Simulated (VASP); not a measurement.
# Pb (P6_3/mmc) in VASP: further runs

Pb is run at these levels: PBEsol; tasks: single point.

Program: VASP 6.6.1. These are calculated values, not measurements. Logs are shortened: lines on timing, memory, paths and dates and some standing lists are left out, and cuts for length are marked.

## (1) The cell of the first run

The structure is hexagonal, space group P6_3/mmc (No. 194). Conventional cell: a = 3.433 Å, b = 3.433 Å, c = 5.514 Å, α = 90.00°, β = 90.00°, γ = 120.00°. Pb (site symmetry -6m2) has 12 Pb at 3.40 to 3.43 Å within 4.5 Å.

This isn't the form of Pb at room conditions, which is fcc.

## (2) Single point, PBEsol (28.14 Å³/atom)

INCAR

```
SYSTEM = Pb
ALGO = Normal ; EDIFF = 1E-6
ENCUT = 520 ; GGA = PS
ISIF = 2 ; ISMEAR = -1
LASPH = .True. ; LCHARG = .False.
LREAL = .False. ; LWAVE = .False.
NBANDS = 21 ; NELM = 60
PREC = Accurate ; SIGMA = 0.05
```

KPOINTS

```
k-points
0
Gamma
  12 12 7
  0 0 0
```

POSCAR

```
Pb
1.0
    3.4329678887      0.0000000000      0.0000000000
   -1.7164839444      2.9730374020      0.0000000000
    0.0000000000      0.0000000000      5.5144501982
Pb
2
Direct
    0.3333333333      0.6666666667      0.2500000000
    0.6666666667      0.3333333333      0.7500000000
```

Potentials or basis: VASP PAW PBE potentials, release 64 (Pb_d).

Run with:

```console
$ cat potpaw_PBE.64/Pb_d/POTCAR > POTCAR
$ mpirun -np 1 vasp_std > vasp.out
```

OUTCAR:

```text
SYSTEM = Pb
   EDIFF = 1E-6
   ENCUT = 520
   GGA = PS
   ISIF = 2
   ISMEAR = -1
   LASPH = .True.
   LREAL = .False.
   NELM = 60
   PREC = Accurate

 ion  position               nearest neighbor table
   1  0.333  0.667  0.250-   2 3.40   2 3.40   2 3.40   2 3.40   2 3.40   2 3.40
   2  0.667  0.333  0.750-   1 3.40   1 3.40   1 3.40   1 3.40   1 3.40   1 3.40

  LATTYP: Found a hexagonal cell.
 ALAT       =     3.4329678887
 C/A-ratio  =     1.6063215203

  Lattice vectors:

 A1 = (   3.4329678887,   0.0000000000,   0.0000000000)
 A2 = (  -1.7164839444,   2.9730374020,   0.0000000000)
 A3 = (   0.0000000000,   0.0000000000,   5.5144501982)

Analysis of symmetry for initial positions (statically):
=====================================================================
 Subroutine PRICEL returns:
 Original cell was already a primitive cell.

 Routine SETGRP: Setting up the symmetry group for a
 hexagonal supercell.

 Subroutine GETGRP returns: Found 24 space group operations
 (whereof 12 operations were pure point group operations)
 out of a pool of 24 trial point group operations.

The static configuration has the point symmetry D_3d.
 The point group associated with its full space group is D_6h.

Analysis of symmetry for dynamics (positions and initial velocities):
=====================================================================
 Subroutine PRICEL returns:
 Original cell was already a primitive cell.

 Routine SETGRP: Setting up the symmetry group for a
 hexagonal supercell.

 Subroutine GETGRP returns: Found 24 space group operations
 (whereof 12 operations were pure point group operations)
 out of a pool of 24 trial point group operations.

The dynamic configuration has the point symmetry D_3d.
 The point group associated with its full space group is D_6h.

 Subroutine INISYM returns: Found 24 space group operations
 (whereof 12 operations are pure point group operations),
 and found     1 'primitive' translations

----------------------------------------------------------------------------------------

                                     Primitive cell

  volume of cell :      56.2824

  direct lattice vectors                    reciprocal lattice vectors
     3.432967889  0.000000000  0.000000000     0.291293141  0.168178173  0.000000000
    -1.716483944  2.973037402  0.000000000     0.000000000  0.336356347  0.000000000
     0.000000000  0.000000000  5.514450198     0.000000000  0.000000000  0.181341741

  length of vectors
[... 80 lines left out ...]
   ENCUT  =  520.0 eV  38.22 Ry    6.18 a.u.   6.38  6.38 10.25*2*pi/ulx,y,z
   NELM   =     60;   NELMIN=  2; NELMDL= -5     # of ELM steps
   EDIFF  = 0.1E-05   stopping-criterion for ELM
   LREAL  =      F    real-space projection
   EDIFFG = 0.1E-04   stopping-criterion for IOM
   NSW    =      0    number of steps for IOM
   IBRION =     -1    ionic relax: 0-MD 1-quasi-New 2-CG
   NFREE  =      0    steps in history (QN), initial steepest desc. (CG)
   ISIF   =      2    stress and relaxation
   ISYM   =      2    0-nonsym 1-usesym 2-fastsym
   POTIM  = 0.5000    time-step for ionic-motion
   TEBEG  =    0.0;   TEEND  =   0.0 temperature during run
   PSTRESS=    0.0 pullay stress
   NELECT =      28.0000    total number of electrons
   NUPDOWN=      -1.0000    fix difference up-down
   EMIN   =  10.00;   EMAX   =-10.00  energy-range for DOS
   EFERMI =   0.00;   METHOD = LEGACY
   ISMEAR =    -1;   SIGMA  =   0.05  broadening in eV -4-tet -1-fermi 0-gaus
   EFERMI_NEDOS =   21; number of points for ismear=-14 and -15
   IALGO  =     38    algorithm
   IMIX   =      4    mixing-type and parameters
     AMIX     =   0.40;   BMIX     =  1.00
     AMIX_MAG =   1.60;   BMIX_MAG =  1.00
  volume/ion in A,a.u.               =      28.14       189.91
  Fermi-wavevector in a.u.,A,eV,Ry     =   1.297189  2.451333 22.894529  1.682700
  Thomas-Fermi vector in A             =   2.428598
   LORBIT       =      0    0 simple, 1 ext, 2 COOP (PROOUT), +10 PAW based schemes
   GGA     = PS    functional components
   LHFCALC =     F    Hartree Fock is set to
   AEXX    =    0.0000 exact exchange contribution
   IVDW    =     0    specifies the selected vdW correction
   LEPSILON=     F    determine dielectric tensor
   LRPA    =     F    only Hartree local field effects (RPA)
 non-spin polarized calculation
  energy-cutoff  :      520.00
  volume of cell :       56.28
 maximum number of plane-waves:      1541
 NGX is ok and might be reduce to    28
   NGX = 13   NGY = 13   NGZ = 21

 number of electron      28.0000001 magnetization

 Free energy of the ion-electron system (eV)
  ---------------------------------------------------
  ext. energy  EPLUGINS =         0.00000000
  ---------------------------------------------------
  free energy    TOTEN  =        -7.93026762 eV

  energy without entropy =       -7.92034066  energy(sigma->0) =       -7.92530414

 E-fermi :   7.9469     XC(G=0): -10.7074

 val. band max:        7.9407584950   @ k =   0.4167   0.0833   0.1429
 cond. band min:       7.9499378881   @ k =   0.3333   0.2500   0.0000
 fundamental gap:      0.0091793931
 Fermi energy:         7.9468655261

 k-point     1 :       0.0000    0.0000    0.0000
  band No.  band energies     occupation
      1      -9.1500      2.00000
      2      -9.0862      2.00000
      3      -9.0615      2.00000
      4      -9.0615      2.00000
      5      -9.0324      2.00000
      6      -9.0324      2.00000
[... 565 lines left out ...]
     20      16.3576      0.00000
     21      18.5793      0.00000

 [... further k-points ...]

------------------------ aborting loop because EDIFF is reached ----------------------------------------

  FORCE on cell =-STRESS in cart. coord.  units (eV):
  Direction    XX          YY          ZZ          XY          YZ          ZX
  --------------------------------------------------------------------------------------
  -------------------------------------------------------------------------------------
  Total        1.1427351      1.1427351      1.0025657     -0.0000000      0.0000000     -0.0000000
  in kB       32.5299824     32.5299824     28.5398112     -0.0000000      0.0000000     -0.0000000
  external PRESSURE =      31.1999253 kB  Pullay stress =       0.0000000 kB

 VOLUME and BASIS-vectors are now :
 -----------------------------------------------------------------------------
  energy-cutoff  :      520.00
  volume of cell :       56.28
      direct lattice vectors                 reciprocal lattice vectors
     3.432967889  0.000000000  0.000000000     0.291293141  0.168178173  0.000000000
    -1.716483944  2.973037402  0.000000000     0.000000000  0.336356347  0.000000000
     0.000000000  0.000000000  5.514450198     0.000000000  0.000000000  0.181341741

 POSITION                                       TOTAL-FORCE (eV/Angst)
 -----------------------------------------------------------------------------------
     -0.00000      1.98202      1.37861         0.000000     -0.000000      0.000000
      1.71648      0.99101      4.13584         0.000000      0.000000      0.000000
 -----------------------------------------------------------------------------------
    total drift:                                0.000000     -0.000000      0.000000

  FREE ENERGIE OF THE ION-ELECTRON SYSTEM (eV)
  ---------------------------------------------------
  free  energy   TOTEN  =        -7.9302676171 eV

  energy  without entropy=       -7.9203406578  energy(sigma->0) =       -7.92530414
```

OSZICAR:

```text
N       E                     dE             d eps       ncg     rms          rms(c)
DAV:   1     0.294904925196E+03    0.29490E+03   -0.14431E+04  3197   0.167E+03
DAV:   2     0.130463050934E+02   -0.28186E+03   -0.27527E+03  3222   0.411E+02
DAV:   3    -0.732758249170E+01   -0.20374E+02   -0.20144E+02  3904   0.137E+02
DAV:   4    -0.794170381913E+01   -0.61412E+00   -0.61392E+00  3809   0.262E+01
DAV:   5    -0.797223310197E+01   -0.30529E-01   -0.30529E-01  4389   0.542E+00    0.944E-01
DAV:   6    -0.793952874077E+01    0.32704E-01   -0.54705E-02  4402   0.330E+00    0.437E-01
DAV:   7    -0.793089064035E+01    0.86381E-02   -0.19866E-02  4475   0.192E+00    0.131E-01
DAV:   8    -0.793026979829E+01    0.62084E-03   -0.11376E-03  4260   0.465E-01    0.126E-02
DAV:   9    -0.793026776400E+01    0.20343E-05   -0.38221E-05  4561   0.888E-02    0.609E-03
DAV:  10    -0.793026761715E+01    0.14685E-06   -0.23091E-06  3159   0.156E-02
   1 F= -.79302676E+01 E0= -.79253041E+01  d E =-.992696E-02
```

stdout:

```text
POSCAR found type information on POSCAR Pb
 POSCAR found :  1 types and       2 ions
 scaLAPACK will be used
 -----------------------------------------------------------------------------
|                                                                             |
|                                                                             |
|     You enforced a specific xc type in the INCAR file but a different       |
|     I HOPE YOU KNOW WHAT YOU ARE DOING!                                     |
|                                                                             |
 -----------------------------------------------------------------------------

 LDA part: xc-table for (Slater+PW92), standard interpolation
 POSCAR, INCAR and KPOINTS ok, starting setup
 FFT: planning ... GRIDC
 FFT: planning ... GRID_SOFT
 FFT: planning ... GRID
 WAVECAR not read
 entering main loop
```

It took 96 s on 1 thread of Intel Xeon 8259CL, shared host; peak memory 0.22 GiB.

What came out:

| Item | Value |
| --- | --- |
| Free energy | -7.9303 eV |
| Pressure | 3.1 GPa |
| Band gap on the k mesh | zero (bands 14 and 15 overlap by 8.04 eV) |

Caveat: the cell stands under pressure; the PAW data sets were made with another functional, which shifts forces and pressure a little; spin-orbit coupling is left out, which moves the levels of the heavy elements.

## (3) Single point, PBEsol (28.73 Å³/atom)

This run uses another cell than the first one, of 28.73 Å³/atom.

INCAR

```
SYSTEM = Pb
  ALGO = Normal
  EDIFF = 1E-6
  ENCUT = 520
  GGA = PS
  ISIF = 2
  ISMEAR = -1
  LASPH = .TRUE.
  LCHARG = .FALSE.
  LREAL = .FALSE.
  LWAVE = .FALSE.
  NBANDS = 21
  NELM = 60
  PREC = Accurate
  SIGMA = 0.05
```

KPOINTS

```
k-points
0
G
  12 12 7
  0 0 0
```

POSCAR

```
Pb
1.0
    3.4566442775      0.0000000000      0.0000000000
   -1.7283221388      2.9935417561      0.0000000000
    0.0000000000      0.0000000000      5.5524820910
Pb
2
Direct
    0.3333333333      0.6666666667      0.2500000000
    0.6666666667      0.3333333333      0.7500000000
```

Potentials or basis: VASP PAW PBE potentials, release 64 (Pb_d).

Run with:

```console
$ cat potpaw_PBE.64/Pb_d/POTCAR > POTCAR
$ mpirun -np 1 vasp_std > vasp.out
```

OUTCAR:

```text
SYSTEM = Pb
   EDIFF = 1E-6
   ENCUT = 520
   GGA = PS
   ISIF = 2
   ISMEAR = -1
   LASPH = .TRUE.
   LREAL = .FALSE.
   NELM = 60
   PREC = Accurate

 ion  position               nearest neighbor table
   1  0.333  0.667  0.250-   2 3.42   2 3.42   2 3.42   2 3.42   2 3.42   2 3.42
   2  0.667  0.333  0.750-   1 3.42   1 3.42   1 3.42   1 3.42   1 3.42   1 3.42

  LATTYP: Found a hexagonal cell.
 ALAT       =     3.4566442775
 C/A-ratio  =     1.6063215203

  Lattice vectors:

[... 765 lines left out ...]
------------------------ aborting loop because EDIFF is reached ----------------------------------------

  FORCE on cell =-STRESS in cart. coord.  units (eV):
  Direction    XX          YY          ZZ          XY          YZ          ZX
  --------------------------------------------------------------------------------------
  -------------------------------------------------------------------------------------
  Total        0.6957914      0.6957914      0.6542557     -0.0000000      0.0000000     -0.0000000
  in kB       19.4027124     19.4027124     18.2444575     -0.0000000      0.0000000     -0.0000000
  external PRESSURE =      19.0166274 kB  Pullay stress =       0.0000000 kB

 VOLUME and BASIS-vectors are now :
 -----------------------------------------------------------------------------
  energy-cutoff  :      520.00
  volume of cell :       57.45
      direct lattice vectors                 reciprocal lattice vectors
     3.456644278  0.000000000  0.000000000     0.289297920  0.167026232  0.000000000
    -1.728322139  2.993541756  0.000000000     0.000000000  0.334052464  0.000000000
     0.000000000  0.000000000  5.552482091     0.000000000  0.000000000  0.180099635

 POSITION                                       TOTAL-FORCE (eV/Angst)
 -----------------------------------------------------------------------------------
     -0.00000      1.99569      1.38812        -0.000000      0.000000      0.000000
      1.72832      0.99785      4.16436         0.000000     -0.000000      0.000000
 -----------------------------------------------------------------------------------
    total drift:                               -0.000000      0.000000      0.000000

  FREE ENERGIE OF THE ION-ELECTRON SYSTEM (eV)
  ---------------------------------------------------
  free  energy   TOTEN  =        -7.9492298647 eV

  energy  without entropy=       -7.9385151854  energy(sigma->0) =       -7.94387253
```

It took 94 s on 1 thread of Intel Xeon 8259CL, shared host; peak memory 0.22 GiB.

Results:

```
Free energy            : -7.9492 eV
Pressure               : 1.9 GPa
Band gap on the k mesh : zero (bands 14 and 15 overlap by 7.88 eV)
```

Stress tensor (GPa, compression positive):
```
1.94 0.00 0.00
0.00 1.94 0.00
0.00 0.00 1.82
```

Levels at points of the mesh, in eV from the Fermi level:
```tsv
k point	band 12	band 13	band 14	band 15	band 16	band 17
(0.00, 0.00, 0.00)	-8.02	-4.43	5.69	5.69	7.65	7.65
(0.50, 0.00, 0.00)	-7.18	-2.93	-1.45	-0.57	1.79	1.98
```

Caveat: the PAW data sets were made with another functional, which shifts forces and pressure a little; spin-orbit coupling is left out, which moves the levels of the heavy elements.

## (4) Single point, PBEsol (29.02 Å³/atom)

This run uses another cell than the first one, of 29.02 Å³/atom.

INCAR

```
  ALGO = Normal
  EDIFF = 1E-6
  ENCUT = 520
  GGA = PS
  ISIF = 2
  ISMEAR = -1
  LASPH = True
  LCHARG = True
  LELF = True
  LREAL = False
  LVHAR = True
  LWAVE = False
  NBANDS = 21
  NELM = 100
  PREC = Accurate
  SIGMA = 0.05
```

KPOINTS

```
k-points
0
Gamma
  12 12 7
```

POSCAR

```
Pb
1.0
    3.4683618054      0.0000000000      0.0000000000
   -1.7341809027      3.0036894329      0.0000000000
    0.0000000000      0.0000000000      5.5713042082
Pb
2
Direct
    0.3333333333      0.6666666667      0.2500000000
    0.6666666667      0.3333333333      0.7500000000
```

Run with:

```console
$ cat potpaw_PBE.64/Pb_d/POTCAR > POTCAR
$ mpirun -np 1 vasp_std > vasp.out
```

It took 99 s on 1 thread of Intel Xeon 8259CL, shared host; peak memory 0.22 GiB.

Results (log left out):

| Item | Value |
| --- | --- |
| Free energy | -7.9555 eV |
| Pressure | 1.3 GPa |
| Band gap on the k mesh | zero (bands 14 and 15 overlap by 7.80 eV) |

Levels at points of the mesh, in eV from the Fermi level:
| k point | band 12 | band 13 | band 14 | band 15 | band 16 | band 17 |
| --- | --- | --- | --- | --- | --- | --- |
| (0.00, 0.00, 0.00) | -8.01 | -4.38 | 5.64 | 5.64 | 7.57 | 7.57 |
| (0.50, 0.00, 0.00) | -7.17 | -2.92 | -1.43 | -0.55 | 1.78 | 1.98 |

Caveat: the PAW data sets were made with another functional, which shifts forces and pressure a little; spin-orbit coupling is left out, which moves the levels of the heavy elements.

## (5) Single point, PBEsol (29.61 Å³/atom)

This run uses another cell than the first one, of 29.61 Å³/atom.

INCAR

```
SYSTEM = Pb
PREC = Accurate
ENCUT = 520
EDIFF = 1E-6
ISMEAR = -1
SIGMA = 0.05
LREAL = .False.
LASPH = .True.
NELM = 80
ALGO = Normal
ISIF = 2
LWAVE = .False.
LCHARG = .False.
GGA = PS
NBANDS = 21
```

KPOINTS

```
Automatic mesh
0
Gamma
  12 12 7
  0 0 0
```

POSCAR

```
Pb
1.0
    3.4915622396      0.0000000000      0.0000000000
   -1.7457811198      3.0237815984      0.0000000000
    0.0000000000      0.0000000000      5.6085715650
Pb
2
Direct
    0.3333333333      0.6666666667      0.2500000000
    0.6666666667      0.3333333333      0.7500000000
```

Run with:

```console
$ cat potpaw_PBE.64/Pb_d/POTCAR > POTCAR
$ mpirun -np 1 vasp_std > vasp.out
```

Run time: 90 s. Hardware: 1 thread of Intel Xeon 8259CL, shared host; peak memory 0.22 GiB.

It converged, with:

| Item | Value |
| --- | --- |
| Free energy | -7.9622 eV |
| Pressure | 0.3 GPa |
| Band gap on the k mesh | zero (bands 14 and 15 overlap by 7.64 eV) |

Stress tensor (GPa, compression positive):
```
0.23 0.00 0.00
0.00 0.23 0.00
0.00 0.00 0.53
```

Levels at points of the mesh, in eV from the Fermi level:
```csv
k point,band 12,band 13,band 14,band 15,band 16,band 17
"(0.00, 0.00, 0.00)",-7.98,-4.27,5.53,5.53,7.42,7.42
"(0.50, 0.00, 0.00)",-7.15,-2.88,-1.40,-0.52,1.78,1.96
```

Caveat: the PAW data sets were made with another functional, which shifts forces and pressure a little; spin-orbit coupling is left out, which moves the levels of the heavy elements.

## (6) Overview

```tsv
cell	gap on the mesh (eV)	pressure (GPa)
a = 3.433, b = 3.433, c = 5.514 Å, angles 90.0, 90.0, 120.0°, 2 atoms	none	3.1
a = 3.457, b = 3.457, c = 5.552 Å, angles 90.0, 90.0, 120.0°, 2 atoms	none	1.9
a = 3.468, b = 3.468, c = 5.571 Å, angles 90.0, 90.0, 120.0°, 2 atoms	none	1.3
a = 3.492, b = 3.492, c = 5.609 Å, angles 90.0, 90.0, 120.0°, 2 atoms	none	0.3
```

Alike in all rows: task single point; level PBEsol; potentials or basis VASP PAW PBE potentials, release 64 (Pb_d); no spin polarisation; k mesh 12 × 12 × 7; cutoff (eV) 520; smearing fermi-dirac 0.05 eV.

Caveats: the PAW data sets were made with another functional, which shifts forces and pressure a little; spin-orbit coupling is left out, which moves the levels of the heavy elements; the cell stands under pressure (at least some runs).

Absolute energies hang on the potentials; compare differences alone.
